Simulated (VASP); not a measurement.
Wanted: the native input for a VASP 6.6.1 run.

```
Task                   : single point
Functional             : r2SCAN
Potentials or basis    : VASP PAW PBE potentials, release 64 (In_d)
Cutoff                 : 520 eV
k mesh                 : 15 × 15 × 15
Occupations            : fermi-dirac, width 0.1 eV
Spin                   : no spin polarisation
Dipole correction      : no
Further INCAR settings : ALGO = Normal; EDIFF = 1e-06; NBANDS = 12
```

The system is In.

```
In
1.0
    -1.60594    1.60594    2.44204
     1.60594   -1.60594    2.44204
     1.60594    1.60594   -2.44204
In
1
Direct
  0.00000 0.00000 0.00000
```

These files were run (other wordings do the same):

POSCAR

```
In
1.0
   -1.6059359000      1.6059359000      2.4420357800
    1.6059359000     -1.6059359000      2.4420357800
    1.6059359000      1.6059359000     -2.4420357800
In
1
Direct
    0.0000000000      0.0000000000      0.0000000000
```

INCAR.step1

```
SYSTEM = In
PREC = Accurate
ENCUT = 520
ISMEAR = -1
SIGMA = 0.1
LREAL = .False.
LASPH = .True.
NELM = 60
NBANDS = 12
GGA = PE
ALGO = Normal
EDIFF = 1E-4
LWAVE = .True.
LCHARG = .False.
```

INCAR.step2

```
SYSTEM = In
PREC = Accurate
ENCUT = 520
EDIFF = 1E-6
ISMEAR = -1
SIGMA = 0.1
LREAL = .False.
LASPH = .True.
NELM = 60
ALGO = Normal
ISIF = 2
LWAVE = .False.
LCHARG = .False.
METAGGA = R2SCAN
LMIXTAU = .True.
NBANDS = 12
ISTART = 1
```

KPOINTS

```
regular mesh
0
Gamma
  15 15 15
  0 0 0
```

Potentials or basis: VASP PAW PBE potentials, release 64 (In_d).

The run is started by

```sh
$ cat potpaw_PBE.64/In_d/POTCAR > POTCAR
$ cp INCAR.step1 INCAR
$ mpirun -np 1 vasp_std > vasp.out
$ cp INCAR.step2 INCAR
$ mpirun -np 1 vasp_std > vasp.out
```

It gave:

* Pressure: 2.0 GPa

Caveat: the PAW data sets were made with another functional, which shifts forces and pressure a little.

Run time: 3.3 min on 1 thread of Intel(R) Xeon(R) 6975P-C (Granite Rapids), with other jobs on the host, peak memory 0.22 GiB.
